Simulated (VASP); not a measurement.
# Ru6F in VASP: notebook

The runs below take Ru6F through single point, with PBE.

Everything below comes from runs of VASP 6.6.1. Logs are shortened: lines on timing, memory, paths and dates and some standing lists are left out, and cuts for length are marked.

### Step 1. The cell of the first run

The cell holds a slab with vacuum, 7 atoms: a = 2.720 Å, b = 4.297 Å, c = 20.838 Å, α = 90.00°, β = 90.00°, γ = 90.00°.

### Step 2. Single point, PBE

INCAR

```
SYSTEM = Ru6F
PREC = Accurate
ENCUT = 520
EDIFF = 1E-6
ISMEAR = 0
SIGMA = 0.1
LREAL = .False.
LASPH = .True.
NELM = 60
ALGO = Normal
ISIF = 2
LWAVE = .False.
LCHARG = .False.
LDIPOL = .True.
IDIPOL = 3
DIPOL = 0.5 0.5 0.353
GGA = PE
NBANDS = 54
```

KPOINTS

```
regular mesh
0
Gamma
  10 6 1
  0 0 0
```

POSCAR

```
Ru6F
1.0
    2.7197977462      0.0000000000      0.0000000000
    0.0000000000      4.2966597640      0.0000000000
    0.0000000000      0.0000000000     20.8383397922
Ru F
6 1
Direct
    0.0000000000      0.7500000000      0.1919538716
    0.5000000000      0.2500000000      0.2296314404
    0.5000000000      0.7500000000      0.3049865779
    0.0000000000      0.2500000000      0.3407382308
    0.0000000000      0.7500000000      0.4168575090
    0.5000000000      0.2500000000      0.4481326193
    0.5000000000      0.3500000000      0.5358584761
```

Potentials or basis: VASP PAW PBE potentials, release 64 (Ru_pv, F).

Started as:

```
$ cat potpaw_PBE.64/Ru_pv/POTCAR potpaw_PBE.64/F/POTCAR > POTCAR
$ mpirun -np 1 vasp_std > vasp.out
```

OUTCAR:

```text
SYSTEM = Ru6F
   PREC = Accurate
   ENCUT = 520
   EDIFF = 1E-6
   ISMEAR = 0
   LREAL = .False.
   LASPH = .True.
   NELM = 60
   ISIF = 2
   GGA = PE

 ion  position               nearest neighbor table
   1  0.000  0.750  0.192-   2 2.66   2 2.66   2 2.66   2 2.66   3 2.72   3 2.72
   2  0.500  0.250  0.230-   3 2.66   3 2.66   1 2.66   1 2.66   1 2.66   1 2.66   4 2.69   4 2.69

   3  0.500  0.750  0.305-   4 2.65   4 2.65   4 2.65   4 2.65   2 2.66   2 2.66   5 2.70   5 2.70
                             1 2.72   1 2.72
   4  0.000  0.250  0.341-   6 2.62   6 2.62   3 2.65   3 2.65   3 2.65   3 2.65   5 2.67   5 2.67
                             2 2.69   2 2.69
   5  0.000  0.750  0.417-   6 2.62   6 2.62   6 2.62   6 2.62   4 2.67   4 2.67   3 2.70   3 2.70

   6  0.500  0.250  0.448-   7 1.88   4 2.62   4 2.62   5 2.62   5 2.62   5 2.62   5 2.62
   7  0.500  0.350  0.536-   6 1.88

  LATTYP: Found a simple orthorhombic cell.
 ALAT       =     2.7197977462
 B/A-ratio  =     1.5797717937
 C/A-ratio  =     7.6617240460

  Lattice vectors:

 A1 = (   2.7197977462,   0.0000000000,   0.0000000000)
 A2 = (   0.0000000000,   4.2966597640,   0.0000000000)
 A3 = (   0.0000000000,   0.0000000000,  20.8383397922)

Analysis of symmetry for initial positions (statically):
=====================================================================
 Subroutine PRICEL returns:
 Original cell was already a primitive cell.

 Routine SETGRP: Setting up the symmetry group for a
 simple orthorhombic supercell.

 Subroutine GETGRP returns: Found  2 space group operations
 (whereof  2 operations were pure point group operations)
 out of a pool of  8 trial point group operations.

The static configuration has the point symmetry C_1h.

Analysis of symmetry for dynamics (positions and initial velocities):
=====================================================================
 Subroutine PRICEL returns:
 Original cell was already a primitive cell.

 Routine SETGRP: Setting up the symmetry group for a
 simple orthorhombic supercell.

 Subroutine GETGRP returns: Found  2 space group operations
 (whereof  2 operations were pure point group operations)
 out of a pool of  8 trial point group operations.

The dynamic configuration has the point symmetry C_1h.

 Subroutine INISYM returns: Found  2 space group operations
 (whereof  2 operations are pure point group operations),
 and found     1 'primitive' translations

----------------------------------------------------------------------------------------

                                     Primitive cell

  volume of cell :     243.5178

  direct lattice vectors                    reciprocal lattice vectors
     2.719797746  0.000000000  0.000000000     0.367674398  0.000000000  0.000000000
     0.000000000  4.296659764  0.000000000     0.000000000  0.232738931  0.000000000
     0.000000000  0.000000000 20.838339792     0.000000000  0.000000000  0.047988468

  length of vectors
     2.719797746  4.296659764 20.838339792     0.367674398  0.232738931  0.047988468

  position of ions in fractional coordinates (direct lattice)
     0.000000000  0.750000000  0.191953872
     0.500000000  0.250000000  0.229631440
     0.500000000  0.750000000  0.304986578
     0.000000000  0.250000000  0.340738231
     0.000000000  0.750000000  0.416857509
     0.500000000  0.250000000  0.448132619
     0.500000000  0.350000000  0.535858476

  ion indices of the primitive-cell ions
   primitive index   ion index
                 1           1
                 2           2
                 3           3
                 4           4
                 5           5
                 6           6
                 7           7

----------------------------------------------------------------------------------------

 KPOINTS: regular mesh

Automatic generation of k-mesh.
 Grid dimensions read from file:
 generate k-points for:   10    6    1

 Generating k-lattice:

  Cartesian coordinates                     Fractional coordinates (reciprocal lattice)
     0.036767440  0.000000000  0.000000000     0.100000000  0.000000000  0.000000000
     0.000000000  0.038789822  0.000000000     0.000000000  0.166666667  0.000000000
     0.000000000  0.000000000  0.047988468     0.000000000  0.000000000  1.000000000

  Length of vectors
     0.036767440  0.038789822  0.047988468

  Shift w.r.t. Gamma in fractional coordinates (k-lattice)
     0.000000000  0.000000000  0.000000000

 Subroutine IBZKPT returns following result:
 ===========================================

 Found     24 irreducible k-points:

 Following reciprocal coordinates:
            Coordinates               Weight
  0.000000  0.000000  0.000000      1.000000
  0.100000  0.000000  0.000000      2.000000
  0.200000  0.000000  0.000000      2.000000
  0.300000  0.000000  0.000000      2.000000
  0.400000  0.000000  0.000000      2.000000
  0.500000  0.000000  0.000000      1.000000
[... 16 lines left out ...]
  0.400000  0.500000  0.000000      2.000000
  0.500000  0.500000  0.000000      1.000000
   k-points           NKPTS =     24   k-points in BZ     NKDIM =     24   number of bands    NBANDS=     54
   number of dos      NEDOS =    301   number of ions     NIONS =      7
   total plane-waves  NPLWV = 102400
   dimension x,y,z NGX =    20 NGY =   32 NGZ =  160
   dimension x,y,z NGXF=    40 NGYF=   64 NGZF=  320
   ions per type =               6   1
   NGX,Y,Z   is equivalent  to a cutoff of  12.22, 12.38, 12.76 a.u.
   NGXF,Y,Z  is equivalent  to a cutoff of  24.45, 24.76, 25.53 a.u.
 SYSTEM =  Ru6F
   PREC   = accura    normal or accurate (medium, high low for compatibility)
   ISTART =      0    job   : 0-new  1-cont  2-samecut
   ICHARG =      2    charge: 1-file 2-atom 10-const
   ISPIN  =      1    spin polarized calculation?
   LNONCOLLINEAR =      F non collinear calculations
   LSORBIT =      F    spin-orbit coupling
   LASPH  =      T    aspherical Exc in radial PAW
   ENCUT  =  520.0 eV  38.22 Ry    6.18 a.u.   5.06  7.99 38.75*2*pi/ulx,y,z
   NELM   =     60;   NELMIN=  2; NELMDL= -5     # of ELM steps
   EDIFF  = 0.1E-05   stopping-criterion for ELM
   LREAL  =      F    real-space projection
   EDIFFG = 0.1E-04   stopping-criterion for IOM
   NSW    =      0    number of steps for IOM
   IBRION =     -1    ionic relax: 0-MD 1-quasi-New 2-CG
   NFREE  =      0    steps in history (QN), initial steepest desc. (CG)
   ISIF   =      2    stress and relaxation
   ISYM   =      2    0-nonsym 1-usesym 2-fastsym
   POTIM  = 0.5000    time-step for ionic-motion
   TEBEG  =    0.0;   TEEND  =   0.0 temperature during run
   PSTRESS=    0.0 pullay stress
   NELECT =      91.0000    total number of electrons
   NUPDOWN=      -1.0000    fix difference up-down
   EMIN   =  10.00;   EMAX   =-10.00  energy-range for DOS
   EFERMI =   0.00;   METHOD = LEGACY
   ISMEAR =     0;   SIGMA  =   0.10  broadening in eV -4-tet -1-fermi 0-gaus
   EFERMI_NEDOS =   21; number of points for ismear=-14 and -15
   IALGO  =     38    algorithm
   IMIX   =      4    mixing-type and parameters
     AMIX     =   0.40;   BMIX     =  1.00
     AMIX_MAG =   1.60;   BMIX_MAG =  1.00
  volume/ion in A,a.u.               =      34.79       234.76
  Fermi-wavevector in a.u.,A,eV,Ry     =   1.179175  2.228318 18.918283  1.390455
  Thomas-Fermi vector in A             =   2.315491
   LORBIT       =      0    0 simple, 1 ext, 2 COOP (PROOUT), +10 PAW based schemes
   GGA     = PE    functional components
   LHFCALC =     F    Hartree Fock is set to
   AEXX    =    0.0000 exact exchange contribution
   IVDW    =     0    specifies the selected vdW correction
   LEPSILON=     F    determine dielectric tensor
   LRPA    =     F    only Hartree local field effects (RPA)
 non-spin polarized calculation
 Gauss-broadening in eV      SIGMA  =   0.10
  energy-cutoff  :      520.00
  volume of cell :      243.52
 maximum number of plane-waves:      6614
   NGX = 11   NGY = 15   NGZ = 77

 dipolmoment           0.000000      0.000000     -0.133123 electrons x Angstroem

 number of electron      91.0000043 magnetization

 dipolmoment           0.000000      0.000000      0.192603 electrons x Angstroem

 Free energy of the ion-electron system (eV)
  ---------------------------------------------------
  ext. energy  EPLUGINS =         0.00000000
  ---------------------------------------------------
  free energy    TOTEN  =       -55.68651615 eV

  energy without entropy =      -55.64926027  energy(sigma->0) =      -55.66788821

 E-fermi :   0.5058     XC(G=0):  -6.0517

 val. band max:        0.4965628170   @ k =   0.0000   0.0000   0.0000
 cond. band min:       0.5116206705   @ k =   0.3000   0.0000   0.0000
 fundamental gap:      0.0150578535
 Fermi energy:         0.5057570529

 k-point     1 :       0.0000    0.0000    0.0000
  band No.  band energies     occupation
      1     -43.1985      2.00000
      2     -43.1135      2.00000
      3     -42.9538      2.00000
      4     -42.7899      2.00000
      5     -42.6247      2.00000
      6     -42.5889      2.00000
[... 46 lines left out ...]
     53       1.9156      0.00000
     54       2.3260      0.00000

 k-point     2 :       0.1000    0.0000    0.0000
  band No.  band energies     occupation
      1     -43.1807      2.00000
      2     -43.0954      2.00000
      3     -42.9334      2.00000
      4     -42.7796      2.00000
      5     -42.6283      2.00000
      6     -42.6052      2.00000
[... 46 lines left out ...]
     53       2.1844      0.00000
     54       2.2497      0.00000

 k-point     3 :       0.2000    0.0000    0.0000
  band No.  band energies     occupation
      1     -43.1405      2.00000
      2     -43.0391      2.00000
      3     -42.8768      2.00000
      4     -42.7583      2.00000
      5     -42.7159      2.00000
      6     -42.6497      2.00000
[... 46 lines left out ...]
     53       2.0375      0.00000
     54       2.1936      0.00000
[... 1084 lines left out ...]
 k-point    23 :       0.4000    0.5000    0.0000
  band No.  band energies     occupation
      1     -43.1502      2.00000
      2     -43.0807      2.00000
      3     -43.0462      2.00000
      4     -42.9733      2.00000
      5     -42.8589      2.00000
      6     -42.7662      2.00000
[... 46 lines left out ...]
     53       3.1834      0.00000
     54       3.3337      0.00000

 k-point    24 :       0.5000    0.5000    0.0000
  band No.  band energies     occupation
      1     -43.1733      2.00000
      2     -43.1086      2.00000
      3     -43.0855      2.00000
      4     -43.0063      2.00000
      5     -42.8673      2.00000
      6     -42.7678      2.00000
[... 46 lines left out ...]
     53       3.8845      0.00000
     54       4.1415      0.00000

------------------------ aborting loop because EDIFF is reached ----------------------------------------

 vacuum level on the upper side and lower side of the slab       (xc-potential included)         1.248        -1.652

  FORCE on cell =-STRESS in cart. coord.  units (eV):
  Direction    XX          YY          ZZ          XY          YZ          ZX
  --------------------------------------------------------------------------------------
  -------------------------------------------------------------------------------------
  Total       -2.8575973     -3.5568774      0.0120008      0.0000000     -0.2939352      0.0000000
  in kB      -18.8009988    -23.4017745      0.0789567      0.0000000     -1.9338888      0.0000000
  external PRESSURE =     -14.0412722 kB  Pullay stress =       0.0000000 kB

 VOLUME and BASIS-vectors are now :
 -----------------------------------------------------------------------------
  energy-cutoff  :      520.00
  volume of cell :      243.52
      direct lattice vectors                 reciprocal lattice vectors
     2.719797746  0.000000000  0.000000000     0.367674398  0.000000000  0.000000000
     0.000000000  4.296659764  0.000000000     0.000000000  0.232738931  0.000000000
     0.000000000  0.000000000 20.838339792     0.000000000  0.000000000  0.047988468

 POSITION                                       TOTAL-FORCE (eV/Angst)
 -----------------------------------------------------------------------------------
      0.00000      3.22249      4.00000         0.000000     -0.003263      1.034836
      1.35990      1.07416      4.78514         0.000000     -0.022184     -0.850703
      1.35990      3.22249      6.35541         0.000000     -0.049521     -0.173153
      0.00000      1.07416      7.10042         0.000000      0.071484     -0.227206
      0.00000      3.22249      8.68662         0.000000      0.505343     -0.817338
      1.35990      1.07416      9.33834         0.000000     -0.464121      0.920096
      1.35990      1.50383     11.16640         0.000000     -0.037737      0.113468
 -----------------------------------------------------------------------------------
    total drift:                               -0.000000      0.000480      0.000516

  FREE ENERGIE OF THE ION-ELECTRON SYSTEM (eV)
  ---------------------------------------------------
  free  energy   TOTEN  =       -55.6865161524 eV

  energy  without entropy=      -55.6492602653  energy(sigma->0) =      -55.66788821

 vacuum level on the upper side and lower side of the slab         8.001         5.021
```

Run time: 6.3 min. Hardware: 1 thread of AMD EPYC 9R45 (Zen 5), shared host; peak memory 0.41 GiB.

What came out:

* Free energy: -55.6865 eV
* Largest force: 1.035 eV/Å
* Band gap on the k mesh: zero (an odd number of electrons rules out a gap without spin polarisation)

Forces in eV/Å, atoms in the order of the input:
```
Ru   0.000 -0.003  1.035
Ru   0.000 -0.022 -0.851
Ru   0.000 -0.050 -0.173
Ru   0.000  0.071 -0.227
Ru   0.000  0.505 -0.817
Ru   0.000 -0.464  0.920
F    0.000 -0.038  0.113
```

Caveat: an odd number of electrons without spin polarisation forces a metal; a magnetic or distorted state may lie lower.

(Continued in part 2 of 2.)

The gap in the log of VASP goes by the Fermi energy; the results here count the filled bands.